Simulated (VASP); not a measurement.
C:

```
C
1.0
    -1.12446    1.12446    1.12446
     1.12446   -1.12446    1.12446
     1.12446    1.12446   -1.12446
C
1
Direct
  0.00000 0.00000 0.00000
```

Base run:

| Property | Result |
| --- | --- |
| Program | VASP 6.6.1 |
| Functional | PBE |
| Potentials or basis | VASP PAW PBE potentials, release 64 (C) |
| Cutoff | 520 eV |
| k mesh | 25 × 25 × 25 |
| Occupations | tetrahedron |
| Spin | no spin polarisation |

Its results: band gap on the k mesh zero (band 2 reaches 21.56 eV, above the bottom of band 3 at 5.47 eV); pressure 44.1 GPa.

**Question.** The run is repeated on the same cell with these changes: occupations from tetrahedron to fermi-dirac, width 0.1 eV. What comes out?

**Answer.** Band gap on the k mesh zero (band 2 reaches 21.56 eV, above the bottom of band 3 at 5.47 eV); pressure 42.2 GPa.
